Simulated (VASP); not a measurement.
# O (Pm-3m) in VASP: density of states with PBEsol

Aim: the density of states of O with PBEsol.

All numbers are computed with VASP 6.6.1; they aren't measurements. Logs are shortened: lines on timing, memory, paths and dates and some standing lists are left out, and cuts for length are marked.

## Step 1: The cell of the first run

Symmetry: Pm-3m, No. 221, cubic system. Conventional cell: a = 1.962 Å, b = 1.962 Å, c = 1.962 Å, α = 90.00°, β = 90.00°, γ = 90.00°. Within 2.6 Å of O (site symmetry m-3m) lie 6 O at 1.96 Å.

## Step 2: Density of states, PBEsol

The input, POSCAR:

```
O
1.0
    1.9618614663      0.0000000000      0.0000000000
    0.0000000000      1.9618614663      0.0000000000
    0.0000000000      0.0000000000      1.9618614663
O
1
Direct
    0.0000000000      0.0000000000      0.0000000000
```

The input, INCAR.step1:

```
SYSTEM = O
  PREC = Accurate
  ENCUT = 520
  EDIFF = 1E-6
  ISMEAR = -1
  SIGMA = 0.05
  LREAL = .False.
  LASPH = .True.
  NELM = 120
  ALGO = Normal
  ISIF = 2
  LWAVE = .False.
  LCHARG = .True.
  GGA = PS
  NBANDS = 9
  GGA_COMPAT = .False.
  NEDOS = 2001
  LORBIT = 11
```

The input, KPOINTS.step1:

```
Automatic mesh
0
Gamma
  16 16 16
  0 0 0
```

The input, INCAR.step2:

```
SYSTEM = O
  PREC = Accurate
  ENCUT = 520
  EDIFF = 1E-6
  ISMEAR = -5
  SIGMA = 0.05
  LREAL = .False.
  LASPH = .True.
  NELM = 120
  ALGO = Normal
  ISIF = 2
  LWAVE = .False.
  LCHARG = .False.
  GGA = PS
  LORBIT = 11
  NEDOS = 1001
  ICHARG = 11
  GGA_COMPAT = .False.
```

The input, KPOINTS.step2:

```
Automatic mesh
0
Gamma
  24 24 24
  0 0 0
```

Potentials or basis: VASP PAW PBE potentials, release 64 (O).

Launch:

```bash
$ cat potpaw_PBE.64/O/POTCAR > POTCAR
$ cp INCAR.step1 INCAR
$ cp KPOINTS.step1 KPOINTS
$ mpirun -np 1 vasp_std > vasp.out
$ cp INCAR.step2 INCAR
$ cp KPOINTS.step2 KPOINTS
$ mpirun -np 1 vasp_std > vasp.out
```

OUTCAR:

```text
SYSTEM = O
   PREC = Accurate
   ENCUT = 520
   EDIFF = 1E-6
   ISMEAR = -5
   LREAL = .False.
   LASPH = .True.
   NELM = 120
   ISIF = 2
   GGA = PS
   LORBIT = 11
   ICHARG = 11

 ion  position               nearest neighbor table
   1  0.000  0.000  0.000-

  LATTYP: Found a simple cubic cell.
 ALAT       =     1.9618614663

  Lattice vectors:

 A1 = (   1.9618614663,   0.0000000000,   0.0000000000)
 A2 = (   0.0000000000,   1.9618614663,   0.0000000000)
 A3 = (   0.0000000000,   0.0000000000,   1.9618614663)

Analysis of symmetry for initial positions (statically):
=====================================================================
 Subroutine PRICEL returns:
 Original cell was already a primitive cell.

 Routine SETGRP: Setting up the symmetry group for a
 simple cubic supercell.

 Subroutine GETGRP returns: Found 48 space group operations
 (whereof 48 operations were pure point group operations)
 out of a pool of 48 trial point group operations.

The static configuration has the point symmetry O_h .

Analysis of symmetry for dynamics (positions and initial velocities):
=====================================================================
 Subroutine PRICEL returns:
 Original cell was already a primitive cell.

 Routine SETGRP: Setting up the symmetry group for a
 simple cubic supercell.

 Subroutine GETGRP returns: Found 48 space group operations
 (whereof 48 operations were pure point group operations)
 out of a pool of 48 trial point group operations.

The dynamic configuration has the point symmetry O_h .

 Subroutine INISYM returns: Found 48 space group operations
 (whereof 48 operations are pure point group operations),
 and found     1 'primitive' translations

----------------------------------------------------------------------------------------

                                     Primitive cell

  volume of cell :       7.5510

  direct lattice vectors                    reciprocal lattice vectors
     1.961861466  0.000000000  0.000000000     0.509719986  0.000000000  0.000000000
     0.000000000  1.961861466  0.000000000     0.000000000  0.509719986  0.000000000
     0.000000000  0.000000000  1.961861466     0.000000000  0.000000000  0.509719986

  length of vectors
     1.961861466  1.961861466  1.961861466     0.509719986  0.509719986  0.509719986

  position of ions in fractional coordinates (direct lattice)
     0.000000000  0.000000000  0.000000000

  ion indices of the primitive-cell ions
   primitive index   ion index
                 1           1

----------------------------------------------------------------------------------------

 KPOINTS: Automatic mesh

Automatic generation of k-mesh.
 Grid dimensions read from file:
 generate k-points for:   24   24   24

 Generating k-lattice:

  Cartesian coordinates                     Fractional coordinates (reciprocal lattice)
     0.021238333  0.000000000  0.000000000     0.041666667  0.000000000  0.000000000
     0.000000000  0.021238333  0.000000000     0.000000000  0.041666667  0.000000000
     0.000000000  0.000000000  0.021238333     0.000000000  0.000000000  0.041666667

  Length of vectors
     0.021238333  0.021238333  0.021238333

  Shift w.r.t. Gamma in fractional coordinates (k-lattice)
     0.000000000  0.000000000  0.000000000

 TETIRR: Found   6890 inequivalent tetrahedra from    82944

 Subroutine IBZKPT returns following result:
 ===========================================

 Found    455 irreducible k-points:

 Following reciprocal coordinates:
            Coordinates               Weight
  0.000000  0.000000  0.000000      1.000000
  0.041667  0.000000  0.000000      6.000000
  0.083333  0.000000  0.000000      6.000000
  0.125000  0.000000  0.000000      6.000000
  0.166667  0.000000  0.000000      6.000000
  0.208333  0.000000  0.000000      6.000000
[... 16 lines left out ...]
  0.416667  0.041667  0.000000     24.000000
  0.458333  0.041667  0.000000     24.000000
 [... further k-points ...]
   k-points           NKPTS =    455   k-points in BZ     NKDIM =    455   number of bands    NBANDS=      7
   number of dos      NEDOS =   1001   number of ions     NIONS =      1
   total plane-waves  NPLWV =   4096
   dimension x,y,z NGX =    16 NGY =   16 NGZ =   16
   dimension x,y,z NGXF=    32 NGYF=   32 NGZF=   32
   ions per type =               1
   NGX,Y,Z   is equivalent  to a cutoff of  13.56, 13.56, 13.56 a.u.
   NGXF,Y,Z  is equivalent  to a cutoff of  27.12, 27.12, 27.12 a.u.
 SYSTEM =  O
   PREC   = accura    normal or accurate (medium, high low for compatibility)
   ISTART =      0    job   : 0-new  1-cont  2-samecut
   ICHARG =     11    charge: 1-file 2-atom 10-const
   ISPIN  =      1    spin polarized calculation?
   LNONCOLLINEAR =      F non collinear calculations
   LSORBIT =      F    spin-orbit coupling
   LASPH  =      T    aspherical Exc in radial PAW
   ENCUT  =  520.0 eV  38.22 Ry    6.18 a.u.   3.65  3.65  3.65*2*pi/ulx,y,z
   NELM   =    120;   NELMIN=  2; NELMDL=  0     # of ELM steps
   EDIFF  = 0.1E-05   stopping-criterion for ELM
   LREAL  =      F    real-space projection
   EDIFFG = 0.1E-04   stopping-criterion for IOM
   NSW    =      0    number of steps for IOM
   IBRION =     -1    ionic relax: 0-MD 1-quasi-New 2-CG
   NFREE  =      0    steps in history (QN), initial steepest desc. (CG)
   ISIF   =      2    stress and relaxation
   ISYM   =      2    0-nonsym 1-usesym 2-fastsym
   POTIM  = 0.5000    time-step for ionic-motion
   TEBEG  =    0.0;   TEEND  =   0.0 temperature during run
   PSTRESS=    0.0 pullay stress
   NELECT =       6.0000    total number of electrons
   NUPDOWN=      -1.0000    fix difference up-down
   EMIN   =  10.00;   EMAX   =-10.00  energy-range for DOS
   EFERMI =   0.00;   METHOD = LEGACY
   ISMEAR =    -5;   SIGMA  =   0.05  broadening in eV -4-tet -1-fermi 0-gaus
   EFERMI_NEDOS =   21; number of points for ismear=-14 and -15
   IALGO  =     38    algorithm
   IMIX   =      4    mixing-type and parameters
     AMIX     =   0.40;   BMIX     =  1.00
     AMIX_MAG =   1.60;   BMIX_MAG =  1.00
  volume/ion in A,a.u.               =       7.55        50.96
  Fermi-wavevector in a.u.,A,eV,Ry     =   1.516318  2.865425 31.282784  2.299220
  Thomas-Fermi vector in A             =   2.625724
   LORBIT       =     11    0 simple, 1 ext, 2 COOP (PROOUT), +10 PAW based schemes
   GGA     = PS    functional components
   LHFCALC =     F    Hartree Fock is set to
   AEXX    =    0.0000 exact exchange contribution
   IVDW    =     0    specifies the selected vdW correction
   LEPSILON=     F    determine dielectric tensor
   LRPA    =     F    only Hartree local field effects (RPA)
 non-spin polarized calculation
 Fermi weights with tetrahedron method with Bloechl corrections
  energy-cutoff  :      520.00
  volume of cell :        7.55
 maximum number of plane-waves:       216
 NGX is ok and might be reduce to    16

 number of electron       5.9999994 magnetization

 Free energy of the ion-electron system (eV)
  ---------------------------------------------------
  ext. energy  EPLUGINS =         0.00000000
  ---------------------------------------------------
  free energy    TOTEN  =        -3.49527898 eV

  energy without entropy =       -3.49527898  energy(sigma->0) =       -3.49527898

 E-fermi :   3.2388     XC(G=0): -12.5102

 val. band max:        3.3590810111   @ k =   0.3750   0.1667   0.1667
 cond. band min:       3.1640476377   @ k =   0.1250   0.1250   0.1250
 fundamental gap:     -0.1950333734
 Fermi energy:         3.2387672759

 k-point     1 :       0.0000    0.0000    0.0000
  band No.  band energies     occupation
      1     -19.5646      2.00000
      2       4.3731      0.00000
      3       4.3731      0.00000
      4       4.3731      0.00000
      5      19.4973      0.00000
      6      30.3931      0.00000
      7      30.3931      0.00000

 k-point     2 :       0.0417    0.0000    0.0000
  band No.  band energies     occupation
      1     -19.5204      2.00000
      2       4.1755      0.00000
      3       4.3901      0.00000
      4       4.3901      0.00000
      5      19.5789      0.00000
      6      30.4549      0.00000
      7      30.5063      0.00000

 k-point     3 :       0.0833    0.0000    0.0000
  band No.  band energies     occupation
      1     -19.3884      2.00000
      2       3.6112      0.13582
      3       4.4404      0.00000
      4       4.4404      0.00000
      5      19.8103      0.00000
      6      30.6400      0.00000
      7      30.8141      0.00000

 k-point     4 :       0.1250    0.0000    0.0000
  band No.  band energies     occupation
      1     -19.1721      2.00000
      2       2.7518      1.97992
      3       4.5208      0.00000
      4       4.5208      0.00000
      5      20.1579      0.00000
      6      30.9463      0.00000
      7      31.2208      0.00000

 k-point     5 :       0.1667    0.0000    0.0000
  band No.  band energies     occupation
      1     -18.8749      2.00000
      2       1.6871      2.00000
      3       4.6269      0.00000
      4       4.6269      0.00000
      5      20.5900      0.00000
      6      31.3714      0.00000
      7      31.5955      0.00000
[... 161 lines left out ...]
 k-point    22 :       0.3750    0.0417    0.0000
  band No.  band energies     occupation
      1     -16.5720      2.00000
      2      -4.0499      2.00000
      3       5.1205      0.00000
      4       5.2919      0.00000
      5      23.3566      0.00000
      6      30.4955      0.00000
      7      34.9847      0.00000

 k-point    23 :       0.4167    0.0417    0.0000
  band No.  band energies     occupation
      1     -16.1553      2.00000
      2      -4.8474      2.00000
      3       5.2151      0.00000
      4       5.3818      0.00000
      5      23.8689      0.00000
      6      29.9406      0.00000
      7      35.7922      0.00000

 k-point    24 :       0.4583    0.0417    0.0000
  band No.  band energies     occupation
      1     -15.8662      2.00000
      2      -5.3690      2.00000
      3       5.2752      0.00000
      4       5.4389      0.00000
      5      24.2480      0.00000
      6      29.5202      0.00000
      7      36.4378      0.00000

 [... further k-points ...]

------------------------ aborting loop because EDIFF is reached ----------------------------------------

  FORCE on cell =-STRESS in cart. coord.  units (eV):
  Direction    XX          YY          ZZ          XY          YZ          ZX
  --------------------------------------------------------------------------------------
  -------------------------------------------------------------------------------------
  Total       -0.0173249     -0.0173249     -0.0173249     -0.0000000      0.0000000      0.0000000
  in kB       -3.6760142     -3.6760142     -3.6760142     -0.0000000      0.0000000      0.0000000
  external PRESSURE =      -3.6760142 kB  Pullay stress =       0.0000000 kB

 VOLUME and BASIS-vectors are now :
 -----------------------------------------------------------------------------
  energy-cutoff  :      520.00
  volume of cell :        7.55
      direct lattice vectors                 reciprocal lattice vectors
     1.961861466  0.000000000  0.000000000     0.509719986  0.000000000  0.000000000
     0.000000000  1.961861466  0.000000000     0.000000000  0.509719986  0.000000000
     0.000000000  0.000000000  1.961861466     0.000000000  0.000000000  0.509719986

 POSITION                                       TOTAL-FORCE (eV/Angst)
 -----------------------------------------------------------------------------------
      0.00000      0.00000      0.00000         0.000000      0.000000      0.000000
 -----------------------------------------------------------------------------------
    total drift:                                0.000000     -0.000000      0.000000

  FREE ENERGIE OF THE ION-ELECTRON SYSTEM (eV)
  ---------------------------------------------------
  free  energy   TOTEN  =        -3.4952789801 eV

  energy  without entropy=       -3.4952789801  energy(sigma->0) =       -3.49527898

 total charge

# of ion       s       p       d       tot
------------------------------------------
    1        1.669   2.930   0.000   4.598
```

Wall time 19 s (1 thread of Intel Xeon 6455B, shared host); peak memory 0.13 GiB.

What came out:

```
Valence electrons inside the program's atomic spheres : O 4.60
```

Caveat: the PAW data sets were made with another functional, which shifts forces and pressure a little; tetrahedron occupations give inexact forces and stress in metals.
